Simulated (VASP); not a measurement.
# Pd (Fm-3m) in VASP: further runs, part 2 of 2

VASP 6.6.1. Earlier steps stand in the parts before.

## (3) Relaxation of cell and atoms, PBEsol

This run uses another cell than the first one, of 14.72 Å³/atom.

File INCAR:

```
ALGO = Normal
EDIFF = 1E-7
EDIFFG = -0.03
ENCUT = 500
GGA = PS
GGA_COMPAT = F
IBRION = 2
ISIF = 3
ISMEAR = -1
LASPH = T
LCHARG = F
LREAL = F
LWAVE = F
NELM = 120
NELMIN = 4
NSW = 50
PREC = Accurate
SIGMA = 0.05
```

File KPOINTS:

```
k-points
0
Gamma
  10 10 10
```

File POSCAR:

```
Pd
1.0
    0.0000000000      1.9450000000      1.9450000000
    1.9450000000      0.0000000000      1.9450000000
    1.9450000000      1.9450000000      0.0000000000
Pd
1
Direct
    0.0000000000      0.0000000000      0.0000000000
```

Potentials or basis: VASP PAW PBE potentials, release 64 (Pd).

Run with:

```sh
$ cat potpaw_PBE.64/Pd/POTCAR > POTCAR
$ mpirun -np 1 vasp_std > vasp.out
```

OUTCAR:

```text
EDIFF = 1E-7
   EDIFFG = -0.03
   ENCUT = 500
   GGA = PS
   IBRION = 2
   ISIF = 3
   ISMEAR = -1
   LASPH = T
   LREAL = F
   NELM = 120
   NELMIN = 4
   NSW = 50
   PREC = Accurate

 ion  position               nearest neighbor table
   1  0.000  0.000  0.000-

  LATTYP: Found a face centered cubic cell.
 ALAT       =     3.8900000000

  Lattice vectors:

 A1 = (   0.0000000000,   1.9450000000,   1.9450000000)
 A2 = (   1.9450000000,   0.0000000000,   1.9450000000)
 A3 = (   1.9450000000,   1.9450000000,   0.0000000000)

Analysis of symmetry for initial positions (statically):
=====================================================================
 Subroutine PRICEL returns:
 Original cell was already a primitive cell.

 Routine SETGRP: Setting up the symmetry group for a
 face centered cubic supercell.

 Subroutine GETGRP returns: Found 48 space group operations
 (whereof 48 operations were pure point group operations)
 out of a pool of 48 trial point group operations.

The static configuration has the point symmetry O_h .

Analysis of symmetry for dynamics (positions and initial velocities):
=====================================================================
 Subroutine PRICEL returns:
 Original cell was already a primitive cell.

 Routine SETGRP: Setting up the symmetry group for a
 face centered cubic supercell.

 Subroutine GETGRP returns: Found 48 space group operations
 (whereof 48 operations were pure point group operations)
 out of a pool of 48 trial point group operations.

[... 154 lines left out ...]
  Total       -0.2385235     -0.2385235     -0.2385235     -0.0000000     -0.0000000     -0.0000000
  in kB      -25.9688588    -25.9688588    -25.9688588     -0.0000000     -0.0000000     -0.0000000
  external PRESSURE =     -25.9688588 kB  Pullay stress =       0.0000000 kB
[... 22 lines left out ...]
--------------------------------------- Ionic step        2  -------------------------------------------

 number of electron      10.0000005 magnetization

 E-fermi :  10.2922     XC(G=0): -13.6100

 val. band max:       10.2750473032   @ k =   0.5000   0.1000   0.0000
 cond. band min:      10.3223201726   @ k =   0.5000   0.2000   0.0000
 fundamental gap:      0.0472728693
 Fermi energy:        10.2922304030

 k-point     1 :       0.0000    0.0000    0.0000
  band No.  band energies     occupation
      1       2.7271      2.00000
      2       7.2421      2.00000
      3       7.2421      2.00000
      4       7.2421      2.00000
      5       8.9751      2.00000
      6       8.9751      2.00000
      7      27.3979      0.00000
      8      32.3794      0.00000
      9      32.3794      0.00000
[... 310 lines left out ...]
--------------------------------------- Ionic step        3  -------------------------------------------

 number of electron      10.0000002 magnetization

 Free energy of the ion-electron system (eV)
  ---------------------------------------------------
  ext. energy  EPLUGINS =         0.00000000
  ---------------------------------------------------
  free energy    TOTEN  =        -5.98135649 eV

  energy without entropy =       -5.96687796  energy(sigma->0) =       -5.97411723

 E-fermi :   9.9115     XC(G=0): -13.4751

 val. band max:        9.8944547674   @ k =  -0.4000   0.4000   0.0000
 cond. band min:       9.9395988698   @ k =   0.5000   0.2000   0.0000
 fundamental gap:      0.0451441025
 Fermi energy:         9.9115161822

 k-point     1 :       0.0000    0.0000    0.0000
  band No.  band energies     occupation
      1       2.5227      2.00000
      2       6.9674      2.00000
      3       6.9674      2.00000
      4       6.9674      2.00000
      5       8.6404      2.00000
      6       8.6404      2.00000
      7      27.0177      0.00000
      8      31.8745      0.00000
      9      31.8745      0.00000
[... 304 lines left out ...]
  FREE ENERGIE OF THE ION-ELECTRON SYSTEM (eV)
  ---------------------------------------------------
  free  energy   TOTEN  =        -5.9813564891 eV

  energy  without entropy=       -5.9668779629  energy(sigma->0) =       -5.97411723

 reached required accuracy - stopping structural energy minimisation
```

OSZICAR:

```text
N       E                     dE             d eps       ncg     rms          rms(c)
DAV:   1     0.400449742708E+02    0.40045E+02   -0.52773E+03   846   0.102E+03
[... 21 lines left out ...]
DAV:   1    -0.603728321914E+01   -0.60328E-01   -0.11477E+00   856   0.123E+01    0.160E+00
DAV:   2    -0.598179343913E+01    0.55490E-01   -0.27605E-01   850   0.481E+00    0.446E-01
DAV:   3    -0.598134359990E+01    0.44984E-03   -0.20871E-03   974   0.357E-01    0.263E-01
DAV:   4    -0.598134985611E+01   -0.62562E-05   -0.59764E-04   939   0.200E-01    0.129E-02
DAV:   5    -0.598135573725E+01   -0.58811E-05   -0.62693E-06  1035   0.181E-02    0.813E-03
DAV:   6    -0.598135648636E+01   -0.74910E-06   -0.33064E-07   964   0.600E-03    0.370E-04
DAV:   7    -0.598135648905E+01   -0.26954E-08   -0.34510E-09   479   0.690E-04
   3 F= -.59813565E+01 E0= -.59741172E+01  d E =-.159200E-02
```

It took 25 s on 1 thread of Intel Xeon 8259CL, shared host; peak memory 0.13 GiB.

What came out:

```yaml
Free_energy: -5.9814 eV
Relaxed_volume: 14.52 Å³/atom
Relaxed_cell: a = 2.739 Å, b = 2.739 Å, c = 2.739 Å, α = 60.00°, β = 60.00°, γ = 60.00°
Space_group_after_relaxing_to_0.1_Å: Fm-3m (No. 225)
Energy_gained_by_relaxing: 1.6 meV/atom
Ionic_steps: 3
Pressure_after_relaxing: 0.0 GPa
Band_gap_on_the_k_mesh: zero (bands 5 and 6 overlap by 1.62 eV)
```

Step by step:
```
step  energy change (eV)  largest force (eV/Å)  pressure (GPa)  volume (Å³)
   1              0.0000                0.0000           -2.60        14.72
   2              0.0028                0.0000            4.68        14.21
   3             -0.0016                0.0000           -0.01        14.52
```

Final structure:
```
CELL_PARAMETERS angstrom
0.00000 1.93650 1.93650
1.93650 0.00000 1.93650
1.93650 1.93650 0.00000
ATOMIC_POSITIONS crystal
Pd 0.00000 0.00000 0.00000
```

Caveat: the PAW data sets were made with another functional, which shifts forces and pressure a little.

## (4) Relaxation of cell and atoms, PBEsol, target pressure 15 GPa, at which the enthalpy is minimised

This run uses another cell than the first one, of 14.72 Å³/atom.

File INCAR:

```
SYSTEM = Pd
PREC = Accurate
ENCUT = 500
EDIFF = 1E-7
ISMEAR = -1
SIGMA = 0.05
LREAL = .False.
LASPH = .True.
NELM = 120
ALGO = Normal
ISIF = 3
LWAVE = .False.
LCHARG = .False.
GGA = PS
IBRION = 2
NSW = 50
EDIFFG = -0.03
PSTRESS = 150.0
GGA_COMPAT = .False.
NELMIN = 4
```

File KPOINTS:

```
Automatic mesh
0
Gamma
  10 10 10
  0 0 0
```

POSCAR is that of step 3.

Run with:

```sh
$ cat potpaw_PBE.64/Pd/POTCAR > POTCAR
$ mpirun -np 1 vasp_std > vasp.out
```

It took 37 s on 1 thread of Intel Xeon 8259CL, shared host; peak memory 0.13 GiB.

The run converged. Its results:

```
Free energy                                                : -5.9445 eV
Relaxed volume                                             : 13.67 Å³/atom
Relaxed cell                                               : a = 2.684 Å, b = 2.684 Å, c = 2.684 Å, α = 60.00°, β = 60.00°, γ = 60.00°
Space group after relaxing (to 0.1 Å)                      : Fm-3m (No. 225)
Energy change on relaxing (the run minimises the enthalpy) : +35.3 meV/atom
Ionic steps                                                : 4
Pressure after relaxing                                    : 14.7 GPa
Band gap on the k mesh                                     : zero (bands 5 and 6 overlap by 1.79 eV)
```

Step by step:
```tsv
step	energy change (eV)	largest force (eV/Å)	pressure (GPa)	volume (Å³)
1	0.0000	0.0000	-2.60	14.72
2	0.6399	0.0000	87.61	11.54
3	0.0313	0.0000	13.80	13.71
4	0.0353	0.0000	14.68	13.67
```

Final structure:
```yaml
crystal:
  lattice:
    - [0.00000, 1.89757, 1.89757]
    - [1.89757, 0.00000, 1.89757]
    - [1.89757, 1.89757, 0.00000]
  atoms:
    - { symbol: Pd, position: [0.00000, 0.00000, 0.00000] }
```

Levels at points of the mesh, in eV from the Fermi level:
| k point | band 2 | band 3 | band 4 | band 5 | band 6 | band 7 | band 8 | band 9 |
| --- | --- | --- | --- | --- | --- | --- | --- | --- |
| (0.00, 0.00, 0.00) | -3.25 | -3.25 | -3.25 | -1.41 | -1.41 | 17.09 | 22.30 | 22.30 |
| (0.50, 0.00, 0.00) | -3.31 | -3.31 | -0.04 | -0.04 | 0.71 | 7.88 | 16.47 | 21.71 |
| (0.50, 0.50, 0.00) | -5.82 | -0.06 | 0.32 | 0.32 | 3.21 | 11.51 | 13.49 | 13.49 |

Caveat: the cell is relaxed towards a set pressure, so the run minimises the enthalpy, not the energy; the PAW data sets were made with another functional, which shifts forces and pressure a little.

## (5) Summary

| task | cell | gap on the mesh (eV) | pressure (GPa) |
| --- | --- | --- | --- |
| single point | a = 2.684 Å, angles 60.0°, 1 atom | none | 14.7 |
| relaxation of cell and atoms | relaxed from a = 2.751 Å, angles 60.0°, 1 atom | none | 0.0 |
| relaxation of cell and atoms | relaxed to 15 GPa from a = 2.751 Å, angles 60.0°, 1 atom | none | 14.7 |

Alike in all rows: level PBEsol; potentials or basis VASP PAW PBE potentials, release 64 (Pd); no spin polarisation; k mesh 10 × 10 × 10; cutoff (eV) 500; smearing fermi-dirac 0.05 eV.

Caveats: the PAW data sets were made with another functional, which shifts forces and pressure a little; the cell stands under pressure (at least some runs); the cell is relaxed towards a set pressure, so the run minimises the enthalpy, not the energy (at least some runs).

Absolute energies hang on the potentials; compare differences alone.

The gap in the log of VASP goes by the Fermi energy; the results here count the filled bands.